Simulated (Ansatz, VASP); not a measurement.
This is a calculation of As for Ansatz 0.2.0.

The input input.yaml:

```yaml
crystal:
  lattice:
    - [1.8370864449, -5.5364249026, 0.0]
    - [1.8370864449, 5.5364249026, 0.0]
    - [0.0, 0.0, 4.4996035117]
  atoms:
    - { symbol: As, position: [0.39, 0.61, 0.56] }
    - { symbol: As, position: [0.89, 0.11, 0.94] }
    - { symbol: As, position: [0.61, 0.39, 0.44] }
    - { symbol: As, position: [0.11, 0.89, 0.06] }
kpoints:
  mp_grid: { grid: [8, 8, 6] }
scf:
  occupations: { method: fermi_dirac, width: 0.05 }
hamiltonian:
  xc: pbesol
  pseudopotentials: { kind: all_electron, lapw: { basis_error: 0.001 } }
output:
  forces: true
  stress: true
  eigenvalues: true
```

Potentials or basis: all-electron LAPW, scalar-relativistic.

Launch:

```sh
$ ansatz run input.yaml --threads 2 --pin off --max-ram 8192MiB --backend cpu --events-out ev --progress --plain --runs-dir out
```

Problem. Set up the same calculation for VASP 6.6.1. Potentials there: VASP PAW PBE potentials, release 64 (As).

Solution. As run (the cutoff follows the program's own potentials):

INCAR

```
SYSTEM = As
PREC = Accurate
ENCUT = 520
EDIFF = 1E-6
ISMEAR = -1
SIGMA = 0.05
LREAL = .False.
LASPH = .True.
NELM = 60
ALGO = Normal
ISIF = 2
LWAVE = .False.
LCHARG = .False.
GGA = PS
NBANDS = 18
```

KPOINTS

```
regular mesh
0
Gamma
  8 8 6
  0 0 0
```

The input POSCAR:

```
As
1.0
    1.8370864449     -5.5364249026      0.0000000000
    1.8370864449      5.5364249026      0.0000000000
    0.0000000000      0.0000000000      4.4996035117
As
4
Direct
    0.3900000000      0.6100000000      0.5600000000
    0.8900000000      0.1100000000      0.9400000000
    0.6100000000      0.3900000000      0.4400000000
    0.1100000000      0.8900000000      0.0600000000
```

Potentials or basis: VASP PAW PBE potentials, release 64 (As).

The run is started by

```sh
$ cat potpaw_PBE.64/As/POTCAR > POTCAR
$ mpirun -np 1 vasp_std > vasp.out
```

Both were run:

|  | VASP | Ansatz | Ansatz less VASP |
| --- | --- | --- | --- |
| gap on the k mesh at the Fermi level (eV) | 0.04 | 0.06 | +0.016 |
| least direct gap on the mesh (eV) | 0.12 | 0.13 | +0.013 |
| pressure (GPa) | -1.2 | -1.6 | -0.37 |
| traceless stress, the component that is largest in VASP (GPa) | -0.80 | -0.77 | +0.025 |
| rms of the force components (eV/Å) | 0.086 | 0.121 | +0.0347 |

VASP's potentials were made for PBE, not for PBEsol. Atom by atom the forces differ by 0.042 eV/Å (rms over components). Ansatz ran all-electron here, and VASP with PAW potentials.
